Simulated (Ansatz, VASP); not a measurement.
## One calculation of HfH2, two programs

```
Hf H
1.0
    -1.75639    1.75639    2.18050
     1.75639   -1.75639    2.18050
     1.75639    1.75639   -2.18050
Hf H
1 2
Direct
  0.00000 0.00000 0.00000
  0.75000 0.25000 0.50000
  0.25000 0.75000 0.50000
```

Change from the starting cell: equal xx and yy strain of +1 %.

Alike in both runs: task single point; functional LDA; k mesh 12 × 12 × 12; occupations fermi-dirac, width 0.03 eV; no spin polarisation.

|  | VASP | Ansatz |
| --- | --- | --- |
| version | VASP 6.6.1 | Ansatz 0.2.0 |
| potentials or method | VASP PAW LDA potentials, release 64 (Hf_pv, H), cutoff 520 eV | all-electron LAPW, scalar-relativistic |

Ansatz gave:

```
pressure (GPa)                                                : -11.0
traceless stress, the component that is largest in VASP (GPa) : -0.09
```

Question: What did VASP give for the same quantities?

Answer: Pressure (GPa): -11.1; traceless stress, the component that is largest in VASP (GPa): -0.07.

LDA's correlation is that of Perdew and Zunger in VASP and of Perdew and Wang (1992) in Ansatz. Ansatz ran all-electron here, and VASP with PAW potentials.

Spin-orbit coupling is off throughout.
